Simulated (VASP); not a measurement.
A run of VASP 6.6.1 is set up as follows.

The input INCAR:

```
PREC = Accurate ; ENCUT = 520
EDIFF = 1E-6 ; ISMEAR = 0
SIGMA = 0.15 ; LREAL = F
LASPH = T ; NELM = 150
ALGO = Normal ; ISIF = 2
LWAVE = F ; LCHARG = T
ISPIN = 2 ; MAGMOM = 0.25
LORBIT = 11 ; NUPDOWN = 0.25
LMAXMIX = 4 ; GGA = PS
LELF = T ; LVHAR = T
NBANDS = 15
```

KPOINTS

```
regular mesh
0
Gamma
  22 22 22
```

Contents of POSCAR:

```
Pt
1.0
    0.0000000000      2.0434252976      2.0434252976
    2.0434252976      0.0000000000      2.0434252976
    2.0434252976      2.0434252976      0.0000000000
Pt
1
Direct
    0.0000000000      0.0000000000      0.0000000000
```

Potentials or basis: VASP PAW PBE potentials, release 64 (Pt).

Launch:

```bash
$ cat potpaw_PBE.64/Pt/POTCAR > POTCAR
$ mpirun -np 1 vasp_std > vasp.out
```

Problem. Predict the pressure.

Solution. -25.8 GPa.

Caveat: the PAW data sets were made with another functional, which shifts forces and pressure a little; the total moment is fixed, so each spin has its own Fermi level.
